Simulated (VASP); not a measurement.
# AlP5 (P-62m) in VASP: further runs

Runs on AlP5. Level: PBE. Tasks: single point, relaxation of cell and atoms.

Program: VASP 6.6.1. These are calculated values, not measurements. Logs are shortened: lines on timing, memory, paths and dates and some standing lists are left out, and cuts for length are marked.

### 1 The cell of the first run

The structure is hexagonal, space group P-62m (No. 189). Conventional cell: a = 3.871 Å, b = 3.871 Å, c = 8.821 Å, α = 90.00°, β = 90.00°, γ = 120.00°. Al (site symmetry -62m) has 2 P at 2.33 Å within 3.1 Å. Within 2.6 Å of P (site symmetry m2m) lie 4 P at 1.94 Å. Within 3.1 Å of P (site symmetry 3m) lie 1 Al at 2.33 Å and 6 P at 2.77 to 2.91 Å.

The cell was generated, and may not be a known phase.

### 2 Single point, PBE

File INCAR:

```
PREC = Accurate
ENCUT = 520
EDIFF = 1E-6
ISMEAR = 0
SIGMA = 0.1
LREAL = F
LASPH = T
NELM = 100
ALGO = Normal
ISIF = 2
LWAVE = F
LCHARG = F
GGA = PE
NBANDS = 23
```

File KPOINTS:

```
Automatic mesh
0
Gamma
  6 6 2
```

File POSCAR:

```
AlP5
1.0
    3.8712213700      0.0000000000      0.0000000000
   -1.9356106900      3.3525760500      0.0000000000
    0.0000000000      0.0000000000      8.8210498300
Al P
1 5
Direct
    0.0000000000      0.0000000000      0.5000000000
    0.5271506800      0.0000000000      0.0000000000
    0.0000000000      0.5271506800      0.0000000000
    0.4728493200      0.4728493200      0.0000000000
    0.0000000000      0.0000000000      0.2353366000
    0.0000000000      0.0000000000      0.7646634000
```

Potentials or basis: VASP PAW PBE potentials, release 64 (Al, P).

On the command line:

```console
$ cat potpaw_PBE.64/Al/POTCAR potpaw_PBE.64/P/POTCAR > POTCAR
$ mpirun -np 1 vasp_std > vasp.out
```

OUTCAR:

```text
PREC = Accurate
   ENCUT = 520
   EDIFF = 1E-6
   ISMEAR = 0
   LREAL = F
   LASPH = T
   NELM = 100
   ISIF = 2
   GGA = PE

 ion  position               nearest neighbor table
   1  0.000  0.000  0.500-   5 2.33   6 2.33
   2  0.527  0.000  0.000-   3 1.94   3 1.94   4 1.94   4 1.94   5 2.77   6 2.77   5 2.91   6 2.91

   3  0.000  0.527  0.000-   2 1.94   2 1.94   4 1.94   4 1.94   5 2.77   6 2.77   6 2.91   5 2.91

   4  0.473  0.473  0.000-   3 1.94   3 1.94   2 1.94   2 1.94   5 2.77   6 2.77   5 2.91   6 2.91

   5  0.000  0.000  0.235-   1 2.33   4 2.77   2 2.77   3 2.77   4 2.91   2 2.91   3 2.91
   6  0.000  0.000  0.765-   1 2.33   4 2.77   2 2.77   3 2.77   4 2.91   2 2.91   3 2.91

  LATTYP: Found a hexagonal cell.
 ALAT       =     3.8712213700
 C/A-ratio  =     2.2786219094

  Lattice vectors:

 A1 = (   3.8712213700,   0.0000000000,   0.0000000000)
 A2 = (  -1.9356106900,   3.3525760500,   0.0000000000)
 A3 = (   0.0000000000,   0.0000000000,   8.8210498300)

Analysis of symmetry for initial positions (statically):
=====================================================================
 Subroutine PRICEL returns:
 Original cell was already a primitive cell.

 Routine SETGRP: Setting up the symmetry group for a
 hexagonal supercell.

 Subroutine GETGRP returns: Found 12 space group operations
 (whereof 12 operations were pure point group operations)
 out of a pool of 24 trial point group operations.

The static configuration has the point symmetry D_3h.

Analysis of symmetry for dynamics (positions and initial velocities):
=====================================================================
 Subroutine PRICEL returns:
 Original cell was already a primitive cell.

 Routine SETGRP: Setting up the symmetry group for a
 hexagonal supercell.

 Subroutine GETGRP returns: Found 12 space group operations
 (whereof 12 operations were pure point group operations)
 out of a pool of 24 trial point group operations.

The dynamic configuration has the point symmetry D_3h.

 Subroutine INISYM returns: Found 12 space group operations
 (whereof 12 operations are pure point group operations),
 and found     1 'primitive' translations

----------------------------------------------------------------------------------------

                                     Primitive cell

  volume of cell :     114.4846

  direct lattice vectors                    reciprocal lattice vectors
     3.871221370  0.000000000  0.000000000     0.258316408  0.149139048  0.000000000
    -1.935610690  3.352576050  0.000000000     0.000000000  0.298278096  0.000000000
     0.000000000  0.000000000  8.821049830     0.000000000  0.000000000  0.113365191

  length of vectors
     3.871221370  3.871221372  8.821049830     0.298278096  0.298278096  0.113365191

  position of ions in fractional coordinates (direct lattice)
     0.000000000  0.000000000  0.500000000
     0.527150680  0.000000000  0.000000000
     1.000000000  0.527150680  0.000000000
     0.472849320  0.472849320  0.000000000
     0.000000000  0.000000000  0.235336600
     0.000000000  0.000000000  0.764663400

  ion indices of the primitive-cell ions
   primitive index   ion index
                 1           1
                 2           2
                 3           3
                 4           4
                 5           5
                 6           6

----------------------------------------------------------------------------------------

 KPOINTS: Automatic mesh

Automatic generation of k-mesh.
 Grid dimensions read from file:
 generate k-points for:    6    6    2

 Generating k-lattice:

  Cartesian coordinates                     Fractional coordinates (reciprocal lattice)
     0.043052735  0.024856508  0.000000000     0.166666667 -0.000000000  0.000000000
     0.000000000  0.049713016  0.000000000     0.000000000  0.166666667  0.000000000
     0.000000000  0.000000000  0.056682596     0.000000000  0.000000000  0.500000000

  Length of vectors
     0.049713016  0.049713016  0.056682596

  Shift w.r.t. Gamma in fractional coordinates (k-lattice)
     0.000000000  0.000000000  0.000000000

 Subroutine IBZKPT returns following result:
 ===========================================

 Found     14 irreducible k-points:

 Following reciprocal coordinates:
            Coordinates               Weight
  0.000000  0.000000  0.000000      1.000000
  0.166667  0.000000  0.000000      6.000000
  0.333333  0.000000  0.000000      6.000000
  0.500000  0.000000  0.000000      3.000000
  0.166667  0.166667  0.000000      6.000000
  0.333333  0.166667  0.000000     12.000000
  0.333333  0.333333  0.000000      2.000000
  0.000000  0.000000  0.500000      1.000000
  0.166667  0.000000  0.500000      6.000000
  0.333333  0.000000  0.500000      6.000000
  0.500000  0.000000  0.500000      3.000000
  0.166667  0.166667  0.500000      6.000000
  0.333333  0.166667  0.500000     12.000000
  0.333333  0.333333  0.500000      2.000000
   k-points           NKPTS =     14   k-points in BZ     NKDIM =     14   number of bands    NBANDS=     23
   number of dos      NEDOS =    301   number of ions     NIONS =      6
   total plane-waves  NPLWV =  63000
   dimension x,y,z NGX =    30 NGY =   30 NGZ =   70
   dimension x,y,z NGXF=    60 NGYF=   60 NGZF=  140
   ions per type =               1   5
   NGX,Y,Z   is equivalent  to a cutoff of  12.88, 12.88, 13.19 a.u.
   NGXF,Y,Z  is equivalent  to a cutoff of  25.77, 25.77, 26.39 a.u.
 SYSTEM =  unknown system
   PREC   = accura    normal or accurate (medium, high low for compatibility)
   ISTART =      0    job   : 0-new  1-cont  2-samecut
   ICHARG =      2    charge: 1-file 2-atom 10-const
   ISPIN  =      1    spin polarized calculation?
   LNONCOLLINEAR =      F non collinear calculations
   LSORBIT =      F    spin-orbit coupling
   LASPH  =      T    aspherical Exc in radial PAW
   ENCUT  =  520.0 eV  38.22 Ry    6.18 a.u.   7.20  7.20 16.40*2*pi/ulx,y,z
   NELM   =    100;   NELMIN=  2; NELMDL= -5     # of ELM steps
   EDIFF  = 0.1E-05   stopping-criterion for ELM
   LREAL  =      F    real-space projection
   EDIFFG = 0.1E-04   stopping-criterion for IOM
   NSW    =      0    number of steps for IOM
   IBRION =     -1    ionic relax: 0-MD 1-quasi-New 2-CG
   NFREE  =      0    steps in history (QN), initial steepest desc. (CG)
   ISIF   =      2    stress and relaxation
   ISYM   =      2    0-nonsym 1-usesym 2-fastsym
   POTIM  = 0.5000    time-step for ionic-motion
   TEBEG  =    0.0;   TEEND  =   0.0 temperature during run
   PSTRESS=    0.0 pullay stress
   NELECT =      28.0000    total number of electrons
   NUPDOWN=      -1.0000    fix difference up-down
   EMIN   =  10.00;   EMAX   =-10.00  energy-range for DOS
   EFERMI =   0.00;   METHOD = LEGACY
   ISMEAR =     0;   SIGMA  =   0.10  broadening in eV -4-tet -1-fermi 0-gaus
   EFERMI_NEDOS =   21; number of points for ismear=-14 and -15
   IALGO  =     38    algorithm
   IMIX   =      4    mixing-type and parameters
     AMIX     =   0.40;   BMIX     =  1.00
     AMIX_MAG =   1.60;   BMIX_MAG =  1.00
  volume/ion in A,a.u.               =      19.08       128.76
  Fermi-wavevector in a.u.,A,eV,Ry     =   1.023792  1.934687 14.260956  1.048151
  Thomas-Fermi vector in A             =   2.157545
   LORBIT       =      0    0 simple, 1 ext, 2 COOP (PROOUT), +10 PAW based schemes
   GGA     = PE    functional components
   LHFCALC =     F    Hartree Fock is set to
   AEXX    =    0.0000 exact exchange contribution
   IVDW    =     0    specifies the selected vdW correction
   LEPSILON=     F    determine dielectric tensor
   LRPA    =     F    only Hartree local field effects (RPA)
 non-spin polarized calculation
 Gauss-broadening in eV      SIGMA  =   0.10
  energy-cutoff  :      520.00
  volume of cell :      114.48
 maximum number of plane-waves:      3129
 NGX is ok and might be reduce to    30
   NGX = 15   NGY = 15   NGZ = 33

 number of electron      27.9999997 magnetization

 Free energy of the ion-electron system (eV)
  ---------------------------------------------------
  ext. energy  EPLUGINS =         0.00000000
  ---------------------------------------------------
  free energy    TOTEN  =       -19.96266483 eV

  energy without entropy =      -19.93596117  energy(sigma->0) =      -19.94931300

 E-fermi :   5.9597     XC(G=0):  -9.5618

 val. band max:        5.9327573910   @ k =   0.5000   0.0000   0.0000
 cond. band min:       5.9742762315   @ k =   0.3333   0.1667   0.0000
 fundamental gap:      0.0415188405
 Fermi energy:         5.9597120803

 k-point     1 :       0.0000    0.0000    0.0000
  band No.  band energies     occupation
      1     -13.2837      2.00000
      2      -5.4354      2.00000
      3      -5.3211      2.00000
      4      -4.2955      2.00000
      5      -0.5386      2.00000
      6      -0.5386      2.00000
[... 15 lines left out ...]
     22      11.8722      0.00000
     23      11.8768      0.00000

 k-point     2 :       0.1667    0.0000    0.0000
  band No.  band energies     occupation
      1     -12.9725      2.00000
      2      -6.2763      2.00000
      3      -5.1783      2.00000
      4      -4.2953      2.00000
      5      -1.9238      2.00000
      6      -1.7376      2.00000
[... 15 lines left out ...]
     22      11.3888      0.00000
     23      12.3870      0.00000

 k-point     3 :       0.3333    0.0000    0.0000
  band No.  band energies     occupation
      1     -12.0810      2.00000
      2      -8.2267      2.00000
      3      -4.5121      2.00000
      4      -4.4805      2.00000
      5      -2.7412      2.00000
      6      -2.2428      2.00000
[... 15 lines left out ...]
     22      11.4339      0.00000
     23      11.5073      0.00000
[... 235 lines left out ...]
 k-point    13 :       0.3333    0.1667    0.5000
  band No.  band energies     occupation
      1     -11.2780      2.00000
      2      -9.1971      2.00000
      3      -5.7675      2.00000
      4      -4.2301      2.00000
      5      -2.4374      2.00000
      6      -0.5783      2.00000
[... 15 lines left out ...]
     22      11.6614      0.00000
     23      12.2807      0.00000

 k-point    14 :       0.3333    0.3333    0.5000
  band No.  band energies     occupation
      1     -10.1903      2.00000
      2     -10.1903      2.00000
      3      -6.6555      2.00000
      4      -3.9888      2.00000
      5      -2.2595      2.00000
      6       0.1804      2.00000
[... 15 lines left out ...]
     22      11.8477      0.00000
     23      11.8477      0.00000

------------------------ aborting loop because EDIFF is reached ----------------------------------------

  FORCE on cell =-STRESS in cart. coord.  units (eV):
  Direction    XX          YY          ZZ          XY          YZ          ZX
  --------------------------------------------------------------------------------------
  -------------------------------------------------------------------------------------
  Total       31.8457648     31.8457648      1.5798352     -0.0000000      0.0000000      0.0000000
  in kB      445.6719962    445.6719962     22.1093228     -0.0000007      0.0000000      0.0000000
  external PRESSURE =     304.4844384 kB  Pullay stress =       0.0000000 kB

 VOLUME and BASIS-vectors are now :
 -----------------------------------------------------------------------------
  energy-cutoff  :      520.00
  volume of cell :      114.48
      direct lattice vectors                 reciprocal lattice vectors
     3.871221370  0.000000000  0.000000000     0.258316408  0.149139048  0.000000000
    -1.935610690  3.352576050  0.000000000     0.000000000  0.298278096  0.000000000
     0.000000000  0.000000000  8.821049830     0.000000000  0.000000000  0.113365191

 POSITION                                       TOTAL-FORCE (eV/Angst)
 -----------------------------------------------------------------------------------
      0.00000      0.00000      4.41052        -0.000000      0.000000      0.000000
      2.04072      0.00000      0.00000         1.149601     -0.000000      0.000000
     -1.02036      1.76731      0.00000        -0.574801      0.995584      0.000000
      0.91525      1.58526      0.00000        -0.574801     -0.995584      0.000000
      0.00000      0.00000      2.07592        -0.000000     -0.000000      0.998448
      0.00000      0.00000      6.74513        -0.000000     -0.000000     -0.998448
 -----------------------------------------------------------------------------------
    total drift:                               -0.000000     -0.000000      0.000000

  FREE ENERGIE OF THE ION-ELECTRON SYSTEM (eV)
  ---------------------------------------------------
  free  energy   TOTEN  =       -19.9626648309 eV

  energy  without entropy=      -19.9359611724  energy(sigma->0) =      -19.94931300
```

Run time: 88 s. Hardware: 1 thread of Intel Xeon 8259CL, shared host; peak memory 0.24 GiB.

What came out:

```yaml
Free_energy: -19.9627 eV
Pressure: 30.4 GPa
Largest_force: 1.150 eV/Å
Band_gap_on_the_k_mesh: zero (bands 14 and 15 overlap by 1.83 eV)
```

Forces on the atoms (eV/Å):
```
Al   0.000  0.000  0.000
P    1.150  0.000  0.000
P   -0.575  0.996  0.000
P   -0.575 -0.996  0.000
P    0.000  0.000  0.998
P    0.000  0.000 -0.998
```

Levels at points of the mesh, in eV from the Fermi level:
```
           k point  band 12  band 13  band 14  band 15  band 16  band 17
(0.00, 0.00, 0.00)    -0.25    -0.25    -0.24     0.82     0.82     2.19
(0.50, 0.00, 0.00)    -0.89    -0.27    -0.21    -0.03     0.23     1.55
(0.00, 0.00, 0.50)    -0.36    -0.36     0.88     1.06     1.06     2.16
(0.50, 0.00, 0.50)    -1.71    -0.76     0.23     0.30     0.62     2.01
```

Caveat: the stress differs along the axes, from 2 to 45 GPa; forces of over 1 eV/Å act on the atoms, so gaps and moduli don't describe the material at rest.

### 3 Relaxation of cell and atoms, PBE

File INCAR:

```
ALGO = Normal
EDIFF = 1E-6
EDIFFG = -0.04
ENCUT = 600
GGA = PE
IBRION = 2
ISIF = 3
ISMEAR = 0
LASPH = True
LCHARG = False
LREAL = False
LWAVE = False
NELM = 100
NSW = 90
PREC = Accurate
SIGMA = 0.1
```

File KPOINTS:

```
k-points
0
Gamma
  6 6 2
```

POSCAR is that of step 2.

Potentials or basis: VASP PAW PBE potentials, release 64 (Al, P).

On the command line:

```console
$ cat potpaw_PBE.64/Al/POTCAR potpaw_PBE.64/P/POTCAR > POTCAR
$ mpirun -np 1 vasp_std > vasp.out
```

Wall time 19 min (1 thread of Intel Xeon 8259CL, shared host); peak memory 0.27 GiB.

The run converged. Its results:

- Free energy: -26.2775 eV
- Relaxed volume: 31.27 Å³/atom
- Relaxed cell: a = 5.232 Å, b = 5.232 Å, c = 7.914 Å, α = 90.00°, β = 90.00°, γ = 120.00°
- Space group after relaxing (to 0.1 Å): P-62m (No. 189)
- Energy gained by relaxing: 1052.1 meV/atom
- Ionic steps: 27
- Pressure after relaxing: 0.0 GPa
- Largest force after relaxing: 0.036 eV/Å
- Band gap on the k mesh: zero (bands 14 and 15 overlap by 1.38 eV)

Forces in eV/Å, atoms in the order of the input:
```
Al   0.000  0.000  0.000
P   -0.036  0.000  0.000
P    0.018 -0.031  0.000
P    0.018  0.031  0.000
P    0.000  0.000 -0.031
P    0.000  0.000  0.031
```

Step by step:
| step | energy change (eV) | largest force (eV/Å) | pressure (GPa) | volume (Å³) |
| --- | --- | --- | --- | --- |
| 1 | 0.0000 | 1.1497 | 30.46 | 114.48 |
| 2 | -4.0757 | 0.2245 | -5.14 | 182.95 |
| 3 | -4.4506 | 0.3423 | -1.08 | 157.70 |
| 4 | -4.4574 | 0.3207 | -1.95 | 161.26 |
| 5 | -4.4582 | 0.3268 | -1.72 | 160.24 |
| 6 | -4.5920 | 0.6563 | -0.02 | 154.98 |
| 7 | -4.5939 | 0.7807 | 0.23 | 154.35 |
| 8 | -4.6812 | 0.7728 | 0.26 | 153.27 |
| 9 | -4.9837 | 0.8671 | 0.57 | 149.90 |
| 10 | -5.5029 | 0.6762 | 3.64 | 142.53 |
| 11 | -5.5641 | 0.3750 | 3.59 | 144.25 |
| 12 | -5.6171 | 0.2436 | 4.17 | 147.06 |
| 13 | -5.7405 | 0.3909 | 5.85 | 152.75 |
| 14 | -5.1724 | 4.0849 | 10.36 | 164.47 |
| 15 | -5.7679 | 0.5433 | 6.38 | 154.29 |
| 16 | -5.7619 | 1.1359 | 7.40 | 157.53 |
| 17 | -5.7813 | 0.7679 | 6.81 | 155.73 |
| 18 | -5.8970 | 0.8749 | 6.12 | 160.24 |
| 19 | -6.0307 | 1.6254 | 4.53 | 174.30 |
| 20 | -6.1801 | 1.0245 | 2.91 | 178.37 |
| 21 | -6.3004 | 0.1860 | -0.39 | 188.82 |
| 22 | -6.3031 | 0.0652 | -0.06 | 187.56 |
| 23 | -6.3031 | 0.0383 | 0.01 | 187.29 |
| 24 | -6.3058 | 0.0380 | 0.02 | 187.34 |
| 25 | -6.3110 | 0.0354 | 0.03 | 187.49 |
| 26 | -6.3104 | 0.0604 | 0.08 | 187.76 |
| 27 | -6.3124 | 0.0357 | 0.05 | 187.62 |

Final structure:
```
CELL_PARAMETERS angstrom
5.23221 0.00000 0.00000
-2.61610 4.53122 0.00000
0.00000 0.00000 7.91381
ATOMIC_POSITIONS crystal
Al 0.00000 0.00000 0.50000
P 0.63571 0.00000 0.00000
P 0.00000 0.63571 0.00000
P 0.36429 0.36429 0.00000
P 0.00000 0.00000 0.15839
P 0.00000 0.00000 0.84161
```

Levels at points of the mesh, in eV from the Fermi level:
```tsv
k point	band 10	band 11	band 12	band 13	band 14	band 15	band 16	band 17	band 18
(0.00, 0.00, 0.00)	-3.73	-3.73	-2.52	-2.02	-0.15	1.03	1.03	1.55	1.55
(0.50, 0.00, 0.00)	-3.58	-2.05	-1.88	-1.43	-1.34	-0.24	0.46	0.75	0.85
(0.00, 0.00, 0.50)	-3.99	-3.76	-3.76	-1.41	1.14	1.14	2.17	2.18	2.18
(0.50, 0.00, 0.50)	-3.66	-3.57	-1.50	-1.34	-0.30	0.16	0.85	1.22	1.97
```

Caveat: the volume moved by over 15 % at a fixed basis, so the end points are rough.

The gap in the log of VASP goes by the Fermi energy; the results here count the filled bands.